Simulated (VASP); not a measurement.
# B (P6/mmm) in VASP: notebook

Runs on B. Level: PBEsol. Tasks: single point.

All numbers are computed with VASP 6.6.1; they aren't measurements. Logs are shortened: lines on timing, memory, paths and dates and some standing lists are left out, and cuts for length are marked.

## 1. The cell of the first run

Symmetry: P6/mmm, No. 191, hexagonal system. The conventional cell has a = 1.728 Å, b = 1.728 Å, c = 3.635 Å, α = 90.00°, β = 90.00°, γ = 120.00°. Within 2.3 Å of B (site symmetry 6/mmm) lie 6 B at 1.73 Å.

## 2. Single point, PBEsol (strain +0.015 along x and y, +0.000 along z)

Contents of INCAR:

```
SYSTEM = B
PREC = Accurate
ENCUT = 520
EDIFF = 1E-7
ISMEAR = 0
SIGMA = 0.15
LREAL = .FALSE.
LASPH = .TRUE.
NELM = 100
ALGO = Normal
ISIF = 2
LWAVE = .FALSE.
LCHARG = .FALSE.
GGA = PS
NBANDS = 8
```

Contents of KPOINTS:

```
Automatic mesh
0
G
  33 33 14
  0 0 0
```

Contents of POSCAR:

```
B
1.0
    1.7279700794      0.0000000000      0.0000000000
   -0.8639850397      1.4964659858      0.0000000000
    0.0000000000      0.0000000000      3.6354228500
B
1
Direct
    0.0000000000      0.0000000000      0.0000000000
```

Potentials or basis: VASP PAW PBE potentials, release 64 (B).

Started as:

```
$ cat potpaw_PBE.64/B/POTCAR > POTCAR
$ mpirun -np 1 vasp_std > vasp.out
```

OUTCAR:

```text
SYSTEM = B
   PREC = Accurate
   ENCUT = 520
   EDIFF = 1E-7
   ISMEAR = 0
   LREAL = .FALSE.
   LASPH = .TRUE.
   NELM = 100
   ISIF = 2
   GGA = PS

 ion  position               nearest neighbor table
   1  0.000  0.000  0.000-

  LATTYP: Found a hexagonal cell.
 ALAT       =     1.7279700794
 C/A-ratio  =     2.1038690967

  Lattice vectors:

 A1 = (   1.7279700794,   0.0000000000,   0.0000000000)
 A2 = (  -0.8639850397,   1.4964659858,   0.0000000000)
 A3 = (   0.0000000000,   0.0000000000,   3.6354228500)

Analysis of symmetry for initial positions (statically):
=====================================================================
 Subroutine PRICEL returns:
 Original cell was already a primitive cell.

 Routine SETGRP: Setting up the symmetry group for a
 hexagonal supercell.

 Subroutine GETGRP returns: Found 24 space group operations
 (whereof 24 operations were pure point group operations)
 out of a pool of 24 trial point group operations.

The static configuration has the point symmetry D_6h.

Analysis of symmetry for dynamics (positions and initial velocities):
=====================================================================
 Subroutine PRICEL returns:
 Original cell was already a primitive cell.

 Routine SETGRP: Setting up the symmetry group for a
 hexagonal supercell.

 Subroutine GETGRP returns: Found 24 space group operations
 (whereof 24 operations were pure point group operations)
 out of a pool of 24 trial point group operations.

The dynamic configuration has the point symmetry D_6h.

 Subroutine INISYM returns: Found 24 space group operations
 (whereof 24 operations are pure point group operations),
 and found     1 'primitive' translations

----------------------------------------------------------------------------------------

                                     Primitive cell

  volume of cell :       9.4007

  direct lattice vectors                    reciprocal lattice vectors
     1.727970079  0.000000000  0.000000000     0.578713724  0.334120524  0.000000000
    -0.863985040  1.496465986  0.000000000     0.000000000  0.668241049  0.000000000
     0.000000000  0.000000000  3.635422850     0.000000000  0.000000000  0.275071165

  length of vectors
     1.727970079  1.727970079  3.635422850     0.668241049  0.668241049  0.275071165

  position of ions in fractional coordinates (direct lattice)
     0.000000000  0.000000000  0.000000000

  ion indices of the primitive-cell ions
   primitive index   ion index
                 1           1

----------------------------------------------------------------------------------------

 KPOINTS: Automatic mesh

Automatic generation of k-mesh.
 Grid dimensions read from file:
 generate k-points for:   33   33   14

 Generating k-lattice:

  Cartesian coordinates                     Fractional coordinates (reciprocal lattice)
     0.017536780  0.010124864  0.000000000     0.030303030  0.000000000  0.000000000
     0.000000000  0.020249729  0.000000000     0.000000000  0.030303030  0.000000000
     0.000000000  0.000000000  0.019647940     0.000000000  0.000000000  0.071428571

  Length of vectors
     0.020249729  0.020249729  0.019647940

  Shift w.r.t. Gamma in fractional coordinates (k-lattice)
     0.000000000  0.000000000  0.000000000

 Subroutine IBZKPT returns following result:
 ===========================================

 Found    864 irreducible k-points:

 Following reciprocal coordinates:
            Coordinates               Weight
  0.000000  0.000000  0.000000      1.000000
  0.030303  0.000000  0.000000      6.000000
  0.060606  0.000000  0.000000      6.000000
  0.090909  0.000000  0.000000      6.000000
  0.121212  0.000000  0.000000      6.000000
  0.151515  0.000000  0.000000      6.000000
[... 16 lines left out ...]
  0.181818  0.030303  0.000000     12.000000
  0.212121  0.030303  0.000000     12.000000
 [... further k-points ...]
   k-points           NKPTS =    864   k-points in BZ     NKDIM =    864   number of bands    NBANDS=      8
   number of dos      NEDOS =    301   number of ions     NIONS =      1
   total plane-waves  NPLWV =   5488
   dimension x,y,z NGX =    14 NGY =   14 NGZ =   28
   dimension x,y,z NGXF=    28 NGYF=   28 NGZF=   56
   ions per type =               1
   NGX,Y,Z   is equivalent  to a cutoff of  13.47, 13.47, 12.80 a.u.
   NGXF,Y,Z  is equivalent  to a cutoff of  26.94, 26.94, 25.61 a.u.
 SYSTEM =  B
   PREC   = accura    normal or accurate (medium, high low for compatibility)
   ISTART =      0    job   : 0-new  1-cont  2-samecut
   ICHARG =      2    charge: 1-file 2-atom 10-const
   ISPIN  =      1    spin polarized calculation?
   LNONCOLLINEAR =      F non collinear calculations
   LSORBIT =      F    spin-orbit coupling
   LASPH  =      T    aspherical Exc in radial PAW
   ENCUT  =  520.0 eV  38.22 Ry    6.18 a.u.   3.21  3.21  6.76*2*pi/ulx,y,z
   NELM   =    100;   NELMIN=  2; NELMDL= -5     # of ELM steps
   EDIFF  = 0.1E-06   stopping-criterion for ELM
   LREAL  =      F    real-space projection
   EDIFFG = 0.1E-05   stopping-criterion for IOM
   NSW    =      0    number of steps for IOM
   IBRION =     -1    ionic relax: 0-MD 1-quasi-New 2-CG
   NFREE  =      0    steps in history (QN), initial steepest desc. (CG)
   ISIF   =      2    stress and relaxation
   ISYM   =      2    0-nonsym 1-usesym 2-fastsym
   POTIM  = 0.5000    time-step for ionic-motion
   TEBEG  =    0.0;   TEEND  =   0.0 temperature during run
   PSTRESS=    0.0 pullay stress
   NELECT =       3.0000    total number of electrons
   NUPDOWN=      -1.0000    fix difference up-down
   EMIN   =  10.00;   EMAX   =-10.00  energy-range for DOS
   EFERMI =   0.00;   METHOD = LEGACY
   ISMEAR =     0;   SIGMA  =   0.15  broadening in eV -4-tet -1-fermi 0-gaus
   EFERMI_NEDOS =   21; number of points for ismear=-14 and -15
   IALGO  =     38    algorithm
   IMIX   =      4    mixing-type and parameters
     AMIX     =   0.40;   BMIX     =  1.00
     AMIX_MAG =   1.60;   BMIX_MAG =  1.00
  volume/ion in A,a.u.               =       9.40        63.44
  Fermi-wavevector in a.u.,A,eV,Ry     =   1.118740  2.114112 17.028775  1.251580
  Thomas-Fermi vector in A             =   2.255374
   LORBIT       =      0    0 simple, 1 ext, 2 COOP (PROOUT), +10 PAW based schemes
   GGA     = PS    functional components
   LHFCALC =     F    Hartree Fock is set to
   AEXX    =    0.0000 exact exchange contribution
   IVDW    =     0    specifies the selected vdW correction
   LEPSILON=     F    determine dielectric tensor
   LRPA    =     F    only Hartree local field effects (RPA)
 non-spin polarized calculation
 Gauss-broadening in eV      SIGMA  =   0.15
  energy-cutoff  :      520.00
  volume of cell :        9.40
 maximum number of plane-waves:       271
 NGX is ok and might be reduce to    14
   NGX =  7   NGY =  7   NGZ = 13

 number of electron       3.0000000 magnetization

 Free energy of the ion-electron system (eV)
  ---------------------------------------------------
  ext. energy  EPLUGINS =         0.00000000
  ---------------------------------------------------
  free energy    TOTEN  =        -6.30058136 eV

  energy without entropy =       -6.29720770  energy(sigma->0) =       -6.29889453

 E-fermi :   5.0575     XC(G=0): -10.1752

 val. band max:        5.0457505862   @ k =   0.3030   0.2727   0.5000
 cond. band min:       5.0634314043   @ k =   0.3333   0.2424   0.2143
 fundamental gap:      0.0176808181
 Fermi energy:         5.0574811212

 k-point     1 :       0.0000    0.0000    0.0000
  band No.  band energies     occupation
      1     -11.8848      2.00000
      2      -1.4301      2.00000
      3       7.3357      0.00000
      4      28.9097      0.00000
      5      28.9097      0.00000
      6      31.1357      0.00000
      7      37.0751      0.00000
      8      49.8964      0.00000

 k-point     2 :       0.0303    0.0000    0.0000
  band No.  band energies     occupation
      1     -11.8430      2.00000
      2      -1.3716      2.00000
      3       7.3866      0.00000
      4      28.6899      0.00000
      5      28.7765      0.00000
      6      31.1780      0.00000
      7      37.2052      0.00000
      8      48.6361      0.00000

 k-point     3 :       0.0606    0.0000    0.0000
  band No.  band energies     occupation
      1     -11.7176      2.00000
      2      -1.1960      2.00000
      3       7.5390      0.00000
      4      28.0547      0.00000
      5      28.3966      0.00000
      6      31.3026      0.00000
      7      37.5546      0.00000
      8      46.6703      0.00000

 k-point     4 :       0.0909    0.0000    0.0000
  band No.  band energies     occupation
      1     -11.5089      2.00000
      2      -0.9037      2.00000
      3       7.7920      0.00000
      4      27.0589      0.00000
      5      27.8197      0.00000
      6      31.5025      0.00000
      7      38.0196      0.00000
      8      44.9675      0.00000

 k-point     5 :       0.1212    0.0000    0.0000
  band No.  band energies     occupation
      1     -11.2176      2.00000
      2      -0.4953      2.00000
      3       8.1437      0.00000
      4      25.7636      0.00000
      5      27.1079      0.00000
      6      31.7625      0.00000
      7      38.4513      0.00000
      8      43.7725      0.00000

 k-point     6 :       0.1515    0.0000    0.0000
  band No.  band energies     occupation
      1     -10.8445      2.00000
      2       0.0283      2.00000
      3       8.5900      0.00000
      4      24.2337      0.00000
      5      26.3196      0.00000
      6      32.0539      0.00000
      7      38.6743      0.00000
      8      43.2386      0.00000

 k-point     7 :       0.1818    0.0000    0.0000
  band No.  band energies     occupation
      1     -10.3911      2.00000
      2       0.6662      2.00000
      3       9.1231      0.00000
      4      22.5431      0.00000
      5      25.5026      0.00000
      6      32.3196      0.00000
      7      38.6246      0.00000
      8      43.3720      0.00000

 k-point     8 :       0.2121    0.0000    0.0000
  band No.  band energies     occupation
      1      -9.8594      2.00000
      2       1.4162      2.00000
      3       9.7266      0.00000
      4      20.7762      0.00000
      5      24.6934      0.00000
      6      32.4418      0.00000
      7      38.4405      0.00000
      8      42.4448      0.00000

 k-point     9 :       0.2424    0.0000    0.0000
  band No.  band energies     occupation
      1      -9.2526      2.00000
      2       2.2758      2.00000
      3      10.3623      0.00000
      4      19.0333      0.00000
      5      23.9194      0.00000
      6      32.1941      0.00000
      7      38.2720      0.00000
      8      40.5681      0.00000

 k-point    10 :       0.2727    0.0000    0.0000
  band No.  band energies     occupation
      1      -8.5757      2.00000
      2       3.2411      2.00000
      3      10.9339      0.00000
      4      17.4642      0.00000
      5      23.1998      0.00000
      6      31.2982      0.00000
      7      38.1793      0.00000
      8      39.5129      0.00000
[... 78 lines left out ...]
 k-point    18 :       0.0303    0.0303    0.0000
  band No.  band energies     occupation
      1     -11.7593      2.00000
      2      -1.2545      2.00000
      3       7.4883      0.00000
      4      28.2865      0.00000
      5      28.4950      0.00000
      6      31.2615      0.00000
      7      37.4469      0.00000
      8      47.1860      0.00000

 k-point    19 :       0.0606    0.0303    0.0000
  band No.  band energies     occupation
      1     -11.5923      2.00000
      2      -1.0206      2.00000
      3       7.6910      0.00000
      4      27.5225      0.00000
      5      27.9599      0.00000
      6      31.4239      0.00000
      7      37.8683      0.00000
      8      45.5141      0.00000

 k-point    20 :       0.0909    0.0303    0.0000
  band No.  band energies     occupation
      1     -11.3423      2.00000
      2      -0.6703      2.00000
      3       7.9935      0.00000
      4      26.4141      0.00000
      5      27.2672      0.00000
      6      31.6545      0.00000
      7      38.3569      0.00000
      8      44.1400      0.00000

 k-point    21 :       0.1212    0.0303    0.0000
  band No.  band energies     occupation
      1     -11.0100      2.00000
      2      -0.2042      2.00000
      3       8.3931      0.00000
      4      25.0131      0.00000
      5      26.4903      0.00000
      6      31.9323      0.00000
      7      38.7484      0.00000
      8      43.2962      0.00000

 k-point    22 :       0.1515    0.0303    0.0000
  band No.  band energies     occupation
      1     -10.5966      2.00000
      2       0.3766      2.00000
      3       8.8842      0.00000
      4      23.3963      0.00000
      5      25.6791      0.00000
      6      32.2169      0.00000
      7      38.8786      0.00000
      8      43.1186      0.00000

 k-point    23 :       0.1818    0.0303    0.0000
  band No.  band energies     occupation
      1     -10.1037      2.00000
      2       1.0706      2.00000
      3       9.4557      0.00000
      4      21.6514      0.00000
      5      24.8693      0.00000
      6      32.4262      0.00000
      7      38.7692      0.00000
      8      43.5229      0.00000

 k-point    24 :       0.2121    0.0303    0.0000
  band No.  band energies     occupation
      1      -9.5338      2.00000
      2       1.8756      2.00000
      3      10.0832      0.00000
      4      19.8738      0.00000
      5      24.0877      0.00000
      6      32.3942      0.00000
      7      38.5924      0.00000
      8      41.4621      0.00000

 [... further k-points ...]
[... 5 lines left out ...]
  --------------------------------------------------------------------------------------
  -------------------------------------------------------------------------------------
  Total       -0.5323935     -0.5323935     -0.0303094      0.0000000      0.0000000      0.0000000
  in kB      -90.7371936    -90.7371936     -5.1657012      0.0000000      0.0000000      0.0000000
  external PRESSURE =     -62.2133628 kB  Pullay stress =       0.0000000 kB

 VOLUME and BASIS-vectors are now :
 -----------------------------------------------------------------------------
  energy-cutoff  :      520.00
  volume of cell :        9.40
      direct lattice vectors                 reciprocal lattice vectors
     1.727970079  0.000000000  0.000000000     0.578713724  0.334120524  0.000000000
    -0.863985040  1.496465986  0.000000000     0.000000000  0.668241049  0.000000000
     0.000000000  0.000000000  3.635422850     0.000000000  0.000000000  0.275071165

 POSITION                                       TOTAL-FORCE (eV/Angst)
 -----------------------------------------------------------------------------------
      0.00000      0.00000      0.00000        -0.000000      0.000000      0.000000
 -----------------------------------------------------------------------------------
    total drift:                                0.000000      0.000000     -0.000000

  FREE ENERGIE OF THE ION-ELECTRON SYSTEM (eV)
  ---------------------------------------------------
  free  energy   TOTEN  =        -6.3005813604 eV

  energy  without entropy=       -6.2972077007  energy(sigma->0) =       -6.29889453
```

Run time: 41 s. Hardware: 1 thread of Intel Xeon 6975P-C, shared host; peak memory 0.16 GiB.

What came out:

| Quantity | Value |
| --- | --- |
| Free energy | -6.3006 eV |
| Pressure | -6.2 GPa |

Caveat: the cell differs from its parent crystal (strain +0.015 along x and y, +0.000 along z); the PAW data sets were made with another functional, which shifts forces and pressure a little.

## 3. Single point, PBEsol (strain +0.030 along x and y, -0.015 along z)

Contents of INCAR:

```
PREC = Accurate
ENCUT = 520
EDIFF = 1E-6
ISMEAR = 0
SIGMA = 0.15
LREAL = F
LASPH = T
NELM = 60
ALGO = Normal
ISIF = 2
LWAVE = F
LCHARG = F
GGA = PS
NBANDS = 8
```

Contents of KPOINTS:

```
regular mesh
0
Gamma
  33 33 14
```

Contents of POSCAR:

```
B
1.0
    1.7535065831      0.0000000000      0.0000000000
   -0.8767532915      1.5185812466      0.0000000000
    0.0000000000      0.0000000000      3.5808915072
B
1
Direct
    0.0000000000      0.0000000000      0.0000000000
```

Potentials or basis: VASP PAW PBE potentials, release 64 (B).

Started as:

```
$ cat potpaw_PBE.64/B/POTCAR > POTCAR
$ mpirun -np 1 vasp_std > vasp.out
```

Wall time 37 s (1 thread of Intel Xeon 6975P-C, shared host); peak memory 0.16 GiB.

Results (log left out):

- Free energy: -6.2759 eV
- Pressure: -13.1 GPa

Stress tensor (GPa, compression positive):
```
-19.58   0.00   0.00
  0.00 -19.58   0.00
  0.00   0.00  -0.28
```

Levels at points of the mesh, in eV from the Fermi level:
```
           k point  band 1  band 2  band 3  band 4  band 5
(0.00, 0.00, 0.00)  -16.63   -6.06    2.53   22.91   22.91
(0.00, 0.00, 0.50)  -16.24   -8.27    9.59   14.63   22.92
```

Caveat: the cell differs from its parent crystal (strain +0.030 along x and y, -0.015 along z); the PAW data sets were made with another functional, which shifts forces and pressure a little.

## 4. Single point, PBEsol (strain +0.015 along x and y, +0.015 along z)

Contents of INCAR:

```
SYSTEM = B
  PREC = Accurate
  ENCUT = 520
  EDIFF = 1E-7
  ISMEAR = 0
  SIGMA = 0.15
  LREAL = .False.
  LASPH = .True.
  NELM = 60
  ALGO = Normal
  ISIF = 2
  LWAVE = .False.
  LCHARG = .False.
  GGA = PS
  NBANDS = 8
```

Contents of KPOINTS:

```
regular mesh
0
Gamma
  33 33 14
  0 0 0
```

Contents of POSCAR:

```
B
1.0
    1.7279700794      0.0000000000      0.0000000000
   -0.8639850397      1.4964659858      0.0000000000
    0.0000000000      0.0000000000      3.6899541928
B
1
Direct
    0.0000000000      0.0000000000      0.0000000000
```

Started as:

```
$ cat potpaw_PBE.64/B/POTCAR > POTCAR
$ mpirun -np 1 vasp_std > vasp.out
```

Wall time 40 s (1 thread of Intel Xeon 6975P-C, shared host); peak memory 0.16 GiB.

The run converged. Its results:

| Property | Result |
| --- | --- |
| Free energy | -6.3001 eV |
| Pressure | -6.2 GPa |

Stress tensor (GPa, compression positive):
```
-8.91  0.00  0.00
 0.00 -8.91  0.00
 0.00  0.00 -0.80
```

Levels at points of the mesh, in eV from the Fermi level:
| k point | band 1 | band 2 | band 3 | band 4 | band 5 |
| --- | --- | --- | --- | --- | --- |
| (0.00, 0.00, 0.00) | -16.92 | -6.57 | 2.20 | 23.85 | 23.85 |
| (0.00, 0.00, 0.50) | -16.62 | -8.41 | 8.64 | 13.35 | 23.86 |

Caveat: the cell differs from its parent crystal (strain +0.015 along x and y, +0.015 along z); the PAW data sets were made with another functional, which shifts forces and pressure a little.

(Continued in part 2 of 2.)
